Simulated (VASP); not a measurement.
# Tl (P6_3/mmc) in VASP: further runs, part 2 of 2

VASP 6.6.1. The steps go on from the part before.

### Step 3. Relaxation of cell and atoms, LDA, target pressure 10 GPa, at which the enthalpy is minimised

INCAR reads:

```
ALGO     = Normal         # electronic algorithm
EDIFF    = 1E-7           # SCF threshold, eV
EDIFFG   = -0.002         # ionic threshold
ENCUT    = 600            # plane-wave cutoff, eV
GGA      = CA             # functional
IBRION   = 2              # ionic algorithm
ISIF     = 3              # what is computed and relaxed
ISMEAR   = -1             # smearing method
LASPH    = T              # aspherical terms in the spheres
LCHARG   = F              # write CHGCAR
LREAL    = F              # projectors in reciprocal space
LWAVE    = F              # write WAVECAR
NELM     = 80             # most SCF steps
NSW      = 100            # ionic steps
PREC     = Accurate       # precision mode
PSTRESS  = 100.0        
SIGMA    = 0.1            # smearing width, eV
```

KPOINTS reads:

```
k-points
0
Gamma
  16 16 10
```

POSCAR reads:

```
Tl
1.0
    3.4107556202      0.0000000000      0.0000000000
   -1.7053778101      2.9538010132      0.0000000000
    0.0000000000      0.0000000000      5.4164194541
Tl
2
Direct
    0.3333333333      0.6666666667      0.2500000000
    0.6666666667      0.3333333333      0.7500000000
```

Potentials or basis: VASP PAW LDA potentials, release 64 (Tl_d).

Run with:

```sh
cat potpaw_LDA.64/Tl_d/POTCAR > POTCAR
mpirun -np 1 vasp_std > vasp.out
```

Run time: 20 min. Hardware: 1 thread of AMD EPYC 7R13, shared host; peak memory 0.27 GiB.

It converged, with:

* Free energy: -5.6764 eV
* Relaxed volume: 23.47 Å³/atom
* Relaxed cell: a = 3.229 Å, b = 3.229 Å, c = 5.200 Å, α = 90.00°, β = 90.00°, γ = 120.00°
* Space group after relaxing (to 0.1 Å): P6_3/mmc (No. 194)
* Energy change on relaxing (the run minimises the enthalpy): +103.5 meV/atom
* Ionic steps: 8
* Pressure after relaxing: 10.0 GPa
* Band gap on the k mesh: zero (bands 13 and 14 overlap by 7.21 eV)

The path:
| step | energy change (eV) | largest force (eV/Å) | pressure (GPa) | volume (Å³) |
| --- | --- | --- | --- | --- |
| 1 | 0.0000 | 0.0000 | 0.15 | 54.57 |
| 2 | 0.6532 | 0.0000 | 22.14 | 42.36 |
| 3 | 0.2006 | 0.0000 | 9.82 | 47.08 |
| 4 | 0.2095 | 0.0000 | 10.09 | 46.93 |
| 5 | 0.2097 | 0.0000 | 10.10 | 46.91 |
| 6 | 0.2108 | 0.0000 | 10.12 | 46.89 |
| 7 | 0.2026 | 0.0000 | 9.86 | 47.02 |
| 8 | 0.2070 | 0.0000 | 10.00 | 46.95 |

Final structure:
```
Tl
1.0
     3.22872    0.00000    0.00000
    -1.61436    2.79615    0.00000
     0.00000    0.00000    5.20042
Tl
2
Direct
  0.33333 0.66667 0.25000
  0.66667 0.33333 0.75000
```

Levels at points of the mesh, in eV from the Fermi level:
```tsv
k point	band 11	band 12	band 13	band 14	band 15	band 16
(0.00, 0.00, 0.00)	-11.18	-5.13	-3.84	9.36	9.36	10.64
(0.50, 0.00, 0.00)	-6.00	-5.17	-0.41	0.34	1.29	4.19
(0.00, 0.00, 0.50)	-9.86	-9.86	3.89	3.89	10.45	10.45
(0.50, 0.00, 0.50)	-4.65	-4.65	-3.03	-3.03	6.28	6.28
```

Caveat: the cell is relaxed towards a set pressure, so the run minimises the enthalpy, not the energy; spin-orbit coupling is left out, which moves the levels of the heavy elements. LDA usually gives volumes a few per cent too small.

### Step 4. Single point, LDA

This run uses another cell than the first one, of 22.29 Å³/atom.

INCAR reads:

```
  PREC = Accurate
  ENCUT = 520
  EDIFF = 1E-6
  ISMEAR = -1
  SIGMA = 0.1
  LREAL = F
  LASPH = T
  NELM = 100
  ALGO = Normal
  ISIF = 2
  LWAVE = F
  LCHARG = F
  GGA = CA
  NBANDS = 20
```

KPOINTS reads:

```
Automatic mesh
0
Gamma
  16 16 10
```

POSCAR reads:

```
Tl
1.0
    3.1702795114      0.0000000000      0.0000000000
   -1.5851397557      2.7455425940      0.0000000000
    0.0000000000      0.0000000000      5.1215732457
Tl
2
Direct
    0.3333333333      0.6666666667      0.2500000000
    0.6666666667      0.3333333333      0.7500000000
```

Run with:

```sh
cat potpaw_LDA.64/Tl_d/POTCAR > POTCAR
mpirun -np 1 vasp_std > vasp.out
```

Run time: 72 s. Hardware: 1 thread of Oxide Virtual Turin-like, shared host; peak memory 0.2 GiB.

It converged, with:

- Free energy: -5.4900 eV
- Pressure: 15.3 GPa
- Band gap on the k mesh: zero (bands 13 and 14 overlap by 7.57 eV)

Levels at points of the mesh, in eV from the Fermi level:
```csv
k point,band 10,band 11,band 12,band 13,band 14,band 15,band 16,band 17
"(0.00, 0.00, 0.00)",-11.24,-11.24,-5.14,-4.15,9.77,9.77,10.68,12.02
"(0.50, 0.00, 0.00)",-11.12,-6.05,-5.34,-0.30,0.28,1.27,4.28,4.41
"(0.00, 0.00, 0.50)",-11.43,-10.23,-10.23,4.02,4.02,10.84,10.84,10.88
"(0.50, 0.00, 0.50)",-11.15,-4.64,-4.64,-3.23,-3.23,6.49,6.49,7.26
```

Caveat: the cell stands under pressure; spin-orbit coupling is left out, which moves the levels of the heavy elements.

### Step 5. Single point, LDA

This run uses another cell than the first one, of 23.40 Å³/atom.

INCAR reads:

```
SYSTEM = Tl
ALGO = Normal
EDIFF = 1E-7
ENCUT = 520
GGA = CA
ISIF = 2
ISMEAR = -1
LASPH = .TRUE.
LCHARG = .TRUE.
LELF = .TRUE.
LREAL = .FALSE.
LVHAR = .TRUE.
LWAVE = .FALSE.
NBANDS = 20
NELM = 100
PREC = Accurate
SIGMA = 0.1
```

KPOINTS reads:

```
k-points
0
G
  16 16 10
  0 0 0
```

POSCAR reads:

```
Tl
1.0
    3.2256926572      0.0000000000      0.0000000000
   -1.6128463286      2.7935317860      0.0000000000
    0.0000000000      0.0000000000      5.1945179596
Tl
2
Direct
    0.3333333333      0.6666666667      0.2500000000
    0.6666666667      0.3333333333      0.7500000000
```

Potentials or basis: VASP PAW LDA potentials, release 64 (Tl_d).

Run with:

```sh
cat potpaw_LDA.64/Tl_d/POTCAR > POTCAR
mpirun -np 1 vasp_std > vasp.out
```

OUTCAR:

```text
SYSTEM = Tl
   EDIFF = 1E-7
   ENCUT = 520
   GGA = CA
   ISIF = 2
   ISMEAR = -1
   LASPH = .TRUE.
   LREAL = .FALSE.
   NELM = 100
   PREC = Accurate

 ion  position               nearest neighbor table
   1  0.333  0.667  0.250-   2 3.20   2 3.20   2 3.20   2 3.20   2 3.20   2 3.20
   2  0.667  0.333  0.750-   1 3.20   1 3.20   1 3.20   1 3.20   1 3.20   1 3.20

  LATTYP: Found a hexagonal cell.
 ALAT       =     3.2256926572
 C/A-ratio  =     1.6103573749

  Lattice vectors:

[... 741 lines left out ...]
------------------------ aborting loop because EDIFF is reached ----------------------------------------

  FORCE on cell =-STRESS in cart. coord.  units (eV):
  Direction    XX          YY          ZZ          XY          YZ          ZX
  --------------------------------------------------------------------------------------
  -------------------------------------------------------------------------------------
  Total        2.9671651      2.9671651      2.9767085     -0.0000000     -0.0000000      0.0000000
  in kB      101.5618110    101.5618110    101.8884674     -0.0000000     -0.0000000      0.0000000
  external PRESSURE =     101.6706965 kB  Pullay stress =       0.0000000 kB

 VOLUME and BASIS-vectors are now :
 -----------------------------------------------------------------------------
  energy-cutoff  :      520.00
  volume of cell :       46.81
      direct lattice vectors                 reciprocal lattice vectors
     3.225692657  0.000000000  0.000000000     0.310010936  0.178984897  0.000000000
    -1.612846329  2.793531786  0.000000000     0.000000000  0.357969795  0.000000000
     0.000000000  0.000000000  5.194517960     0.000000000  0.000000000  0.192510644

 POSITION                                       TOTAL-FORCE (eV/Angst)
 -----------------------------------------------------------------------------------
     -0.00000      1.86235      1.29863         0.000000      0.000000      0.000000
      1.61285      0.93118      3.89589        -0.000000     -0.000000      0.000000
 -----------------------------------------------------------------------------------
    total drift:                               -0.000000      0.000000      0.000000

  FREE ENERGIE OF THE ION-ELECTRON SYSTEM (eV)
  ---------------------------------------------------
  free  energy   TOTEN  =        -5.6668759608 eV

  energy  without entropy=       -5.6438832554  energy(sigma->0) =       -5.65537961
```

OSZICAR:

```text
N       E                     dE             d eps       ncg     rms          rms(c)
DAV:   1     0.136635255968E+03    0.13664E+03   -0.14586E+04  7240   0.127E+03
DAV:   2    -0.308735528217E+01   -0.13972E+03   -0.13703E+03  7872   0.290E+02
DAV:   3    -0.575681367058E+01   -0.26695E+01   -0.26592E+01  8348   0.359E+01
DAV:   4    -0.577075892895E+01   -0.13945E-01   -0.13944E-01  7672   0.287E+00
DAV:   5    -0.577091375037E+01   -0.15482E-03   -0.15482E-03  8104   0.307E-01    0.614E+00
DAV:   6    -0.568635000209E+01    0.84564E-01   -0.12347E-01  7548   0.307E+00    0.404E+00
DAV:   7    -0.566913886228E+01    0.17211E-01   -0.67457E-02  7660   0.223E+00    0.782E-01
DAV:   8    -0.566686983225E+01    0.22690E-02   -0.10137E-02  7536   0.819E-01    0.573E-02
DAV:   9    -0.566687706297E+01   -0.72307E-05   -0.65326E-05  8108   0.653E-02    0.107E-02
DAV:  10    -0.566687608236E+01    0.98060E-06   -0.33542E-06  7784   0.164E-02    0.322E-03
DAV:  11    -0.566687597058E+01    0.11178E-06   -0.10327E-06  7772   0.825E-03    0.912E-04
DAV:  12    -0.566687596075E+01    0.98294E-08   -0.19325E-08  4008   0.129E-03
   1 F= -.56668760E+01 E0= -.56553796E+01  d E =-.229927E-01
```

Run time: 82 s. Hardware: 1 thread of Oxide Virtual Turin-like, shared host; peak memory 0.21 GiB.

What came out:

| Item | Value |
| --- | --- |
| Free energy | -5.6669 eV |
| Pressure | 10.2 GPa |
| Band gap on the k mesh | zero (bands 13 and 14 overlap by 7.23 eV) |

Caveat: the cell stands under pressure; spin-orbit coupling is left out, which moves the levels of the heavy elements.

### Step 6. The runs side by side

```csv
task,cell,cutoff (eV),gap on the mesh (eV),pressure (GPa)
relaxation of cell and atoms,"relaxed to 7 GPa from a = 3.411, b = 3.411, c = 5.416 Å, angles 90.0, 90.0, 120.0°, 2 atoms",600,none,7.0
relaxation of cell and atoms,"relaxed to 10 GPa from a = 3.411, b = 3.411, c = 5.416 Å, angles 90.0, 90.0, 120.0°, 2 atoms",600,none,10.0
single point,"a = 3.170, b = 3.170, c = 5.122 Å, angles 90.0, 90.0, 120.0°, 2 atoms",520,none,15.3
single point,"a = 3.226, b = 3.226, c = 5.195 Å, angles 90.0, 90.0, 120.0°, 2 atoms",520,none,10.2
```

Alike in all rows: level LDA; potentials or basis VASP PAW LDA potentials, release 64 (Tl_d); no spin polarisation; k mesh 16 × 16 × 10; smearing fermi-dirac 0.1 eV.

Caveats: spin-orbit coupling is left out, which moves the levels of the heavy elements; the cell is relaxed towards a set pressure, so the run minimises the enthalpy, not the energy (at least some runs); the cell stands under pressure (at least some runs).

Absolute energies hang on the potentials; compare differences alone.
